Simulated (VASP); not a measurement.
A run of VASP 6.6.1:

Contents of INCAR:

```
SYSTEM = Co
ALGO = Normal ; EDIFF = 1E-6
ENCUT = 520 ; GGA = PE
ISIF = 2 ; ISMEAR = -1
ISPIN = 2 ; LASPH = .True.
LCHARG = .False. ; LMAXMIX = 4
LORBIT = 11 ; LREAL = .False.
LWAVE = .False. ; MAGMOM = 1.826
NBANDS = 14 ; NELM = 150
PREC = Accurate ; SIGMA = 0.1
```

KPOINTS

```
k-points
0
Gamma
  8 8 8
  0 0 0
```

POSCAR

```
Co
1.0
   -1.4058358652      1.4058358652      1.4058358652
    1.4058358652     -1.4058358652      1.4058358652
    1.4058358652      1.4058358652     -1.4058358652
Co
1
Direct
    0.0000000000      0.0000000000      0.0000000000
```

Potentials or basis: VASP PAW PBE potentials, release 64 (Co).

Command:

```bash
$ cat potpaw_PBE.64/Co/POTCAR > POTCAR
$ mpirun -np 1 vasp_std > vasp.out
```

Hardware: 1 thread of AMD EPYC 7R13, on a shared host.

Task: How long does it take, and how much memory?

Result: It took 21 s on 1 thread of AMD EPYC 7R13, on a shared host, peak memory 0.1 GiB. Counts: scf iterations 13, k points 29.
